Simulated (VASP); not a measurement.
Write the native input for VASP 6.6.1 that does the following.

```yaml
Task: single point
Functional: RPBE
Potentials_or_basis: VASP PAW PBE potentials, release 64 (Eu, S)
Cutoff: 600 eV
k_mesh: 8 × 8 × 8
Occupations: gaussian, width 0.05 eV
Spin: collinear spin, ferromagnetic start
Starting_moments: "[7.0, 0.0] μB"
Dipole_correction: no
Further_INCAR_settings: ALGO = Normal; EDIFF = 1e-06; NBANDS = 22
```

The structure of EuS lies in POSCAR:

```
EuS
1.0
    0.0000000000      2.9785000000      2.9785000000
    2.9785000000      0.0000000000      2.9785000000
    2.9785000000      2.9785000000      0.0000000000
Eu S
1 1
Direct
    0.0000000000      0.0000000000      0.0000000000
    0.5000000000      0.5000000000      0.5000000000
```

One way to write it, as run:

INCAR

```
PREC = Accurate ; ENCUT = 600
EDIFF = 1E-6 ; ISMEAR = 0
SIGMA = 0.05 ; LREAL = F
LASPH = T ; NELM = 200
ALGO = Normal ; ISIF = 2
LWAVE = F ; LCHARG = F
ISPIN = 2 ; MAGMOM = 7 0
LORBIT = 11 ; LMAXMIX = 6
GGA = RP ; NBANDS = 22
GGA_COMPAT = F
```

KPOINTS

```
regular mesh
0
Gamma
  8 8 8
```

Potentials or basis: VASP PAW PBE potentials, release 64 (Eu, S).

Command:

```sh
$ cat potpaw_PBE.64/Eu/POTCAR potpaw_PBE.64/S/POTCAR > POTCAR
$ mpirun -np 1 vasp_std > vasp.out
```

Results of the run:

The pressure is -0.5 GPa, the band gap on the k mesh is zero (filled and empty bands overlap) and the net moment is 6.99 μB per cell. The site moments are Eu +6.60; S -0.08 μB and the valence electrons inside the program's atomic spheres are Eu 14.78; S 3.77.

Caveat: the PAW data sets were made with another functional, which shifts forces and pressure a little; spin-orbit coupling is left out, which moves the levels of the heavy elements; a cell with one magnetic atom can't hold antiferromagnetic order, which such compounds often take; semilocal functionals describe open f shells poorly, which spoils levels, moments and volumes.

It took 4.1 min on 1 thread of Intel Xeon 8259CL, on a shared host, peak memory 0.29 GiB.
